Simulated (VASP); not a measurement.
# Pt (Fm-3m) in VASP: notebook

Pt is run at these levels: PBE; tasks: single point, relaxation of cell and atoms.

Program: VASP 6.6.1. These are calculated values, not measurements. Logs are shortened: lines on timing, memory, paths and dates and some standing lists are left out, and cuts for length are marked.

## Step 1: The cell of the first run

The structure is cubic, space group Fm-3m (No. 225). The conventional cell has a = 3.970 Å, b = 3.970 Å, c = 3.970 Å, α = 90.00°, β = 90.00°, γ = 90.00°. Within 3.7 Å of Pt (site symmetry m-3m) lie 12 Pt at 2.81 Å.

## Step 2: Single point, PBE

INCAR reads:

```
SYSTEM = Pt
PREC = Accurate ; ENCUT = 520
EDIFF = 1E-6 ; ISMEAR = 0
SIGMA = 0.1 ; LREAL = .False.
LASPH = .True. ; NELM = 100
ALGO = Fast ; ISIF = 2
LWAVE = .False. ; LCHARG = .False.
GGA = PE ; NBANDS = 11
```

KPOINTS reads:

```
Automatic mesh
0
Gamma
  18 18 18
  0 0 0
```

POSCAR reads:

```
Pt
1.0
    0.0000000000      1.9850550545      1.9850550545
    1.9850550545      0.0000000000      1.9850550545
    1.9850550545      1.9850550545      0.0000000000
Pt
1
Direct
    0.0000000000      0.0000000000      0.0000000000
```

Potentials or basis: VASP PAW PBE potentials, release 64 (Pt).

Launch:

```console
$ cat potpaw_PBE.64/Pt/POTCAR > POTCAR
$ mpirun -np 1 vasp_std > vasp.out
```

OUTCAR:

```text
SYSTEM = Pt
   PREC = Accurate
   ENCUT = 520
   EDIFF = 1E-6
   ISMEAR = 0
   LREAL = .False.
   LASPH = .True.
   NELM = 100
   ISIF = 2
   GGA = PE

 ion  position               nearest neighbor table
   1  0.000  0.000  0.000-

  LATTYP: Found a face centered cubic cell.
 ALAT       =     3.9701101090

  Lattice vectors:

 A1 = (   0.0000000000,   1.9850550545,   1.9850550545)
 A2 = (   1.9850550545,   0.0000000000,   1.9850550545)
 A3 = (   1.9850550545,   1.9850550545,   0.0000000000)

Analysis of symmetry for initial positions (statically):
[... 33 lines left out ...]
                                     Primitive cell

  volume of cell :      15.6440

  direct lattice vectors                    reciprocal lattice vectors
     0.000000000  1.985055055  1.985055055    -0.251882183  0.251882183  0.251882183
     1.985055055  0.000000000  1.985055055     0.251882183 -0.251882183  0.251882183
     1.985055055  1.985055055  0.000000000     0.251882183  0.251882183 -0.251882183

  length of vectors
     2.807291780  2.807291780  2.807291780     0.436272738  0.436272738  0.436272738

  position of ions in fractional coordinates (direct lattice)
     0.000000000  0.000000000  0.000000000

  ion indices of the primitive-cell ions
   primitive index   ion index
                 1           1

----------------------------------------------------------------------------------------

 KPOINTS: Automatic mesh

Automatic generation of k-mesh.
 Grid dimensions read from file:
 generate k-points for:   18   18   18

 Generating k-lattice:

  Cartesian coordinates                     Fractional coordinates (reciprocal lattice)
    -0.013993455  0.013993455  0.013993455     0.055555556  0.000000000  0.000000000
     0.013993455 -0.013993455  0.013993455     0.000000000  0.055555556  0.000000000
     0.013993455  0.013993455 -0.013993455     0.000000000  0.000000000  0.055555556

  Length of vectors
     0.024237374  0.024237374  0.024237374

  Shift w.r.t. Gamma in fractional coordinates (k-lattice)
     0.000000000  0.000000000  0.000000000

 Subroutine IBZKPT returns following result:
 ===========================================

 Found    195 irreducible k-points:

 Following reciprocal coordinates:
            Coordinates               Weight
  0.000000  0.000000  0.000000      1.000000
  0.055556  0.000000  0.000000      8.000000
  0.111111  0.000000  0.000000      8.000000
  0.166667  0.000000  0.000000      8.000000
  0.222222  0.000000  0.000000      8.000000
[... 37 lines left out ...]
   NELM   =    100;   NELMIN=  2; NELMDL= -5     # of ELM steps
   EDIFF  = 0.1E-05   stopping-criterion for ELM
   LREAL  =      F    real-space projection
   EDIFFG = 0.1E-04   stopping-criterion for IOM
   NSW    =      0    number of steps for IOM
   IBRION =     -1    ionic relax: 0-MD 1-quasi-New 2-CG
   NFREE  =      0    steps in history (QN), initial steepest desc. (CG)
   ISIF   =      2    stress and relaxation
   ISYM   =      2    0-nonsym 1-usesym 2-fastsym
   POTIM  = 0.5000    time-step for ionic-motion
   TEBEG  =    0.0;   TEEND  =   0.0 temperature during run
   PSTRESS=    0.0 pullay stress
   NELECT =      10.0000    total number of electrons
   NUPDOWN=      -1.0000    fix difference up-down
   EMIN   =  10.00;   EMAX   =-10.00  energy-range for DOS
   EFERMI =   0.00;   METHOD = LEGACY
   ISMEAR =     0;   SIGMA  =   0.10  broadening in eV -4-tet -1-fermi 0-gaus
   EFERMI_NEDOS =   21; number of points for ismear=-14 and -15
   IALGO  =     68    algorithm
   IMIX   =      4    mixing-type and parameters
     AMIX     =   0.40;   BMIX     =  1.00
     AMIX_MAG =   1.60;   BMIX_MAG =  1.00
  volume/ion in A,a.u.               =      15.64       105.57
  Fermi-wavevector in a.u.,A,eV,Ry     =   1.410238  2.664963 27.058858  1.988770
  Thomas-Fermi vector in A             =   2.532212
   LORBIT       =      0    0 simple, 1 ext, 2 COOP (PROOUT), +10 PAW based schemes
   GGA     = PE    functional components
   LHFCALC =     F    Hartree Fock is set to
   AEXX    =    0.0000 exact exchange contribution
   IVDW    =     0    specifies the selected vdW correction
   LEPSILON=     F    determine dielectric tensor
   LRPA    =     F    only Hartree local field effects (RPA)
 non-spin polarized calculation
 RMM-DIIS sequential band-by-band and
 Gauss-broadening in eV      SIGMA  =   0.10
  energy-cutoff  :      520.00
  volume of cell :       15.64
 maximum number of plane-waves:       444
 NGX is ok and might be reduce to    24
   NGX = 11   NGY = 11   NGZ = 11

 number of electron      10.0000002 magnetization

 Free energy of the ion-electron system (eV)
  ---------------------------------------------------
  ext. energy  EPLUGINS =         0.00000000
  ---------------------------------------------------
  free energy    TOTEN  =        -6.10004674 eV

  energy without entropy =       -6.08877189  energy(sigma->0) =       -6.09440931

 E-fermi :  10.5735     XC(G=0): -13.2714

 val. band max:       10.5731761337   @ k =  -0.3333   0.3889   0.1111
 cond. band min:      10.5841004324   @ k =   0.4444   0.1111   0.0000
 fundamental gap:      0.0109242987
 Fermi energy:        10.5735111734

 k-point     1 :       0.0000    0.0000    0.0000
  band No.  band energies     occupation
      1       0.7636      2.00000
      2       7.0037      2.00000
      3       7.0037      2.00000
      4       7.0037      2.00000
      5       9.0315      2.00000
      6       9.0315      2.00000
      7      25.3094      0.00000
      8      30.0687      0.00000
      9      30.0687      0.00000
     10      30.0687      0.00000
     11      35.2808      0.00000
[... 309 lines left out ...]
 k-point    24 :      -0.2222    0.0556    0.0000
  band No.  band energies     occupation
      1       2.7505      2.00000
      2       6.5430      2.00000
      3       7.3761      2.00000
      4       7.4395      2.00000
      5       8.8562      2.00000
      6       9.4945      2.00000
      7      24.0523      0.00000
      8      27.0416      0.00000
      9      31.2552      0.00000
     10      32.7696      0.00000
     11      33.9728      0.00000

 [... further k-points ...]
[... 5 lines left out ...]
  --------------------------------------------------------------------------------------
  -------------------------------------------------------------------------------------
  Total       -0.0500707     -0.0500707     -0.0500707      0.0000000      0.0000000      0.0000000
  in kB       -5.1279881     -5.1279881     -5.1279881      0.0000000      0.0000000      0.0000000
  external PRESSURE =      -5.1279881 kB  Pullay stress =       0.0000000 kB

 VOLUME and BASIS-vectors are now :
 -----------------------------------------------------------------------------
  energy-cutoff  :      520.00
  volume of cell :       15.64
      direct lattice vectors                 reciprocal lattice vectors
     0.000000000  1.985055055  1.985055055    -0.251882183  0.251882183  0.251882183
     1.985055055  0.000000000  1.985055055     0.251882183 -0.251882183  0.251882183
     1.985055055  1.985055055  0.000000000     0.251882183  0.251882183 -0.251882183

 POSITION                                       TOTAL-FORCE (eV/Angst)
 -----------------------------------------------------------------------------------
      0.00000      0.00000      0.00000         0.000000      0.000000      0.000000
 -----------------------------------------------------------------------------------
    total drift:                               -0.000000      0.000000      0.000000

  FREE ENERGIE OF THE ION-ELECTRON SYSTEM (eV)
  ---------------------------------------------------
  free  energy   TOTEN  =        -6.1000467385 eV

  energy  without entropy=       -6.0887718850  energy(sigma->0) =       -6.09440931
```

OSZICAR:

```text
N       E                     dE             d eps       ncg     rms          rms(c)
DAV:   1     0.396613561655E+02    0.39661E+02   -0.53688E+03  4394   0.843E+02
DAV:   2    -0.587495182247E+01   -0.45536E+02   -0.43546E+02  4980   0.175E+02
DAV:   3    -0.648028179078E+01   -0.60533E+00   -0.60214E+00  4973   0.193E+01
DAV:   4    -0.648267922663E+01   -0.23974E-02   -0.23972E-02  4976   0.144E+00
DAV:   5    -0.648269919391E+01   -0.19967E-04   -0.19967E-04  5013   0.123E-01    0.116E+01
RMM:   6    -0.613723991060E+01    0.34546E+00   -0.36325E-01  4321   0.513E+00    0.613E+00
RMM:   7    -0.610312124383E+01    0.34119E-01   -0.66869E-02  4513   0.238E+00    0.247E+00
RMM:   8    -0.610041707442E+01    0.27042E-02   -0.82818E-03  4502   0.780E-01    0.623E-01
RMM:   9    -0.610002904780E+01    0.38803E-03   -0.97933E-04  4827   0.271E-01    0.385E-02
RMM:  10    -0.610004512345E+01   -0.16076E-04   -0.13996E-04  4976   0.894E-02    0.468E-02
RMM:  11    -0.610004619440E+01   -0.10710E-05   -0.13539E-05  4886   0.260E-02    0.899E-03
RMM:  12    -0.610004673853E+01   -0.54413E-06   -0.35363E-06  4005   0.131E-02
   1 F= -.61000467E+01 E0= -.60944093E+01  d E =-.112749E-01
```

It took 11 s on 1 thread of Intel Xeon 6975P-C (Granite Rapids), shared host; peak memory 0.16 GiB.

Results:

| Quantity | Value |
| --- | --- |
| Free energy | -6.1000 eV |
| Pressure | -0.5 GPa |
| Band gap on the k mesh | zero (band 5 reaches 11.03 eV, above the bottom of band 6 at 8.94 eV) |

Caveat: spin-orbit coupling is left out, which moves the levels of the heavy elements.

## Step 3: Relaxation of cell and atoms, PBE

INCAR reads:

```
SYSTEM = Pt
PREC = Accurate
ENCUT = 600
EDIFF = 1E-7
ISMEAR = 0
SIGMA = 0.1
LREAL = .False.
LASPH = .True.
NELM = 100
ALGO = Normal
ISIF = 3
LWAVE = .False.
LCHARG = .False.
GGA = PE
IBRION = 2
NSW = 100
EDIFFG = -0.005
```

KPOINTS reads:

```
regular mesh
0
Gamma
  18 18 18
  0 0 0
```

POSCAR reads:

```
Pt
1.0
    0.0000000000      1.9837499401      1.9837499401
    1.9837499401      0.0000000000      1.9837499401
    1.9837499401      1.9837499401      0.0000000000
Pt
1
Direct
    0.0000000000      0.0000000000      0.0000000000
```

Potentials or basis: VASP PAW PBE potentials, release 64 (Pt).

Launch:

```console
$ cat potpaw_PBE.64/Pt/POTCAR > POTCAR
$ mpirun -np 1 vasp_std > vasp.out
```

Wall time 17 s (1 thread of Intel Xeon 6975P-C (Granite Rapids), shared host); peak memory 0.17 GiB.

The run converged. Its results:

```
Free energy                            : -6.1002 eV
Relaxed volume                         : 15.62 Å³/atom
Relaxed cell                           : a = 2.806 Å, b = 2.806 Å, c = 2.806 Å, α = 60.00°, β = 60.00°, γ = 60.00°
Space group after relaxing (to 0.05 Å) : Fm-3m (No. 225)
Energy gained by relaxing              : 0.0 meV/atom
Ionic steps                            : 3
Pressure after relaxing                : 0.0 GPa
Band gap on the k mesh                 : zero (band 5 reaches 11.06 eV, above the bottom of band 6 at 8.96 eV)
```

Final structure:
```yaml
crystal:
  lattice:
    - [0.00000, 1.98393, 1.98393]
    - [1.98393, 0.00000, 1.98393]
    - [1.98393, 1.98393, 0.00000]
  atoms:
    - { symbol: Pt, position: [0.00000, 0.00000, 0.00000] }
```

Levels at points of the mesh, in eV from the Fermi level:
```tsv
k point	band 2	band 3	band 4	band 5	band 6	band 7	band 8	band 9
(0.00, 0.00, 0.00)	-3.58	-3.58	-3.58	-1.55	-1.55	14.73	19.50	19.50
(0.50, 0.00, 0.00)	-3.64	-3.64	-0.33	0.03	0.03	5.58	14.29	18.74
(0.50, 0.50, 0.00)	-6.26	0.00	0.45	0.45	1.85	8.51	11.28	11.28
```

Caveat: spin-orbit coupling is left out, which moves the levels of the heavy elements.

## Step 4: Single point, PBE (strained)

INCAR reads:

```
SYSTEM = Pt
PREC = Accurate ; ENCUT = 520
EDIFF = 1E-6 ; ISMEAR = 0
SIGMA = 0.1 ; LREAL = .FALSE.
LASPH = .TRUE. ; NELM = 100
ALGO = Normal ; ISIF = 2
LWAVE = .FALSE. ; LCHARG = .TRUE.
GGA = PE ; LELF = .TRUE.
LVHAR = .TRUE. ; NBANDS = 11
```

KPOINTS reads:

```
regular mesh
0
G
  18 18 18
  0 0 0
```

POSCAR reads:

```
Pt
1.0
    0.0000000000      1.8876701270      1.8876701270
    1.8876701270      0.0000000000      1.8876701270
    1.8876701270      1.8876701270      0.0000000000
Pt
1
Direct
    0.0000000000      0.0000000000      0.0000000000
```

Launch:

```console
$ cat potpaw_PBE.64/Pt/POTCAR > POTCAR
$ mpirun -np 1 vasp_std > vasp.out
```

It took 9.1 s on 1 thread of Intel Xeon 6975P-C (Granite Rapids), shared host; peak memory 0.15 GiB.

The run converged. Its results:

```yaml
Free_energy: -5.7781 eV
Pressure: 55.6 GPa
Band_gap_on_the_k_mesh: zero (band 5 reaches 14.24 eV, above the bottom of band 6 at 11.51 eV)
```

Levels at points of the mesh, in eV from the Fermi level:
```tsv
k point	band 3	band 4	band 5	band 6	band 7	band 8
(0.00, 0.00, 0.00)	-4.57	-4.57	-1.97	-1.97	14.21	19.84
(0.50, 0.00, 0.00)	-4.66	-0.96	0.06	0.06	6.79	13.82
(0.50, 0.50, 0.00)	0.02	0.62	0.62	1.56	10.22	11.74
```

Caveat: the cell differs from its parent crystal (strained); spin-orbit coupling is left out, which moves the levels of the heavy elements.

## Step 5: Single point, PBE (strained)

INCAR reads:

```
PREC = Accurate ; ENCUT = 520
EDIFF = 1E-6 ; ISMEAR = 0
SIGMA = 0.1 ; LREAL = F
LASPH = T ; NELM = 100
ALGO = Fast ; ISIF = 2
LWAVE = F ; LCHARG = F
GGA = PE ; NBANDS = 11
```

KPOINTS reads:

```
Automatic mesh
0
Gamma
  18 18 18
```

POSCAR reads:

```
Pt
1.0
    0.0000000000      1.9231276960      1.9231276960
    1.9231276960      0.0000000000      1.9231276960
    1.9231276960      1.9231276960      0.0000000000
Pt
1
Direct
    0.0000000000      0.0000000000      0.0000000000
```

Launch:

```console
$ cat potpaw_PBE.64/Pt/POTCAR > POTCAR
$ mpirun -np 1 vasp_std > vasp.out
```

Wall time 10 s (1 thread of Intel Xeon 6975P-C (Granite Rapids), shared host); peak memory 0.14 GiB.

It converged, with:

- Free energy: -5.9816 eV
- Pressure: 29.9 GPa
- Band gap on the k mesh: zero (band 5 reaches 12.99 eV, above the bottom of band 6 at 10.51 eV)

Levels at points of the mesh, in eV from the Fermi level:
```tsv
k point	band 2	band 3	band 4	band 5	band 6	band 7	band 8	band 9
(0.00, 0.00, 0.00)	-4.17	-4.17	-4.17	-1.80	-1.80	14.44	19.75	19.75
(0.50, 0.00, 0.00)	-4.25	-4.25	-0.72	0.05	0.05	6.31	14.03	19.37
(0.50, 0.50, 0.00)	-7.27	0.01	0.55	0.55	1.67	9.54	11.57	11.57
```

Caveat: the cell differs from its parent crystal (strained); spin-orbit coupling is left out, which moves the levels of the heavy elements.

## Step 6: Single point, PBE (strained)

INCAR reads:

```
SYSTEM = Pt
PREC = Accurate
ENCUT = 520
EDIFF = 1E-6
ISMEAR = 0
SIGMA = 0.1
LREAL = .False.
LASPH = .True.
NELM = 100
ALGO = Normal
ISIF = 2
LWAVE = .False.
LCHARG = .True.
GGA = PE
LELF = .True.
LVHAR = .True.
NBANDS = 11
```

KPOINTS reads:

```
Automatic mesh
0
Gamma
  18 18 18
  0 0 0
```

POSCAR reads:

```
Pt
1.0
    0.0000000000      1.9289230800      1.9289230800
    1.9289230800      0.0000000000      1.9289230800
    1.9289230800      1.9289230800      0.0000000000
Pt
1
Direct
    0.0000000000      0.0000000000      0.0000000000
```

Potentials or basis: VASP PAW PBE potentials, release 64 (Pt).

Launch:

```console
$ cat potpaw_PBE.64/Pt/POTCAR > POTCAR
$ mpirun -np 1 vasp_std > vasp.out
```

Wall time 9.1 s (1 thread of Intel Xeon 6975P-C (Granite Rapids), shared host); peak memory 0.15 GiB.

It converged, with:

```
Free energy            : -6.0044 eV
Pressure               : 26.4 GPa
Band gap on the k mesh : zero (band 5 reaches 12.79 eV, above the bottom of band 6 at 10.35 eV)
```

Levels at points of the mesh, in eV from the Fermi level:
```csv
k point,band 2,band 3,band 4,band 5,band 6,band 7,band 8,band 9
"(0.00, 0.00, 0.00)",-4.11,-4.11,-4.11,-1.77,-1.77,14.48,19.73,19.73
"(0.50, 0.00, 0.00)",-4.19,-4.19,-0.68,0.05,0.05,6.23,14.06,19.31
"(0.50, 0.50, 0.00)",-7.16,0.01,0.54,0.54,1.68,9.44,11.55,11.55
```

Caveat: the cell differs from its parent crystal (strained); spin-orbit coupling is left out, which moves the levels of the heavy elements.

## Step 7: Summary

```csv
task,cell,cutoff (eV),gap on the mesh (eV),pressure (GPa)
single point,"a = 2.807 Å, angles 60.0°, 1 atom",520,none,-0.5
relaxation of cell and atoms,"relaxed from a = 2.805 Å, angles 60.0°, 1 atom",600,none,0.0
single point,"a = 2.670 Å, angles 60.0°, 1 atom",520,none,55.6
single point,"a = 2.720 Å, angles 60.0°, 1 atom",520,none,29.9
single point,"a = 2.728 Å, angles 60.0°, 1 atom",520,none,26.4
```

Alike in all rows: level PBE; potentials or basis VASP PAW PBE potentials, release 64 (Pt); no spin polarisation; k mesh 18 × 18 × 18; smearing gaussian 0.1 eV.

Caveats: spin-orbit coupling is left out, which moves the levels of the heavy elements.

Total energies depend on the potentials used, so only differences within one code and one set of settings carry meaning.
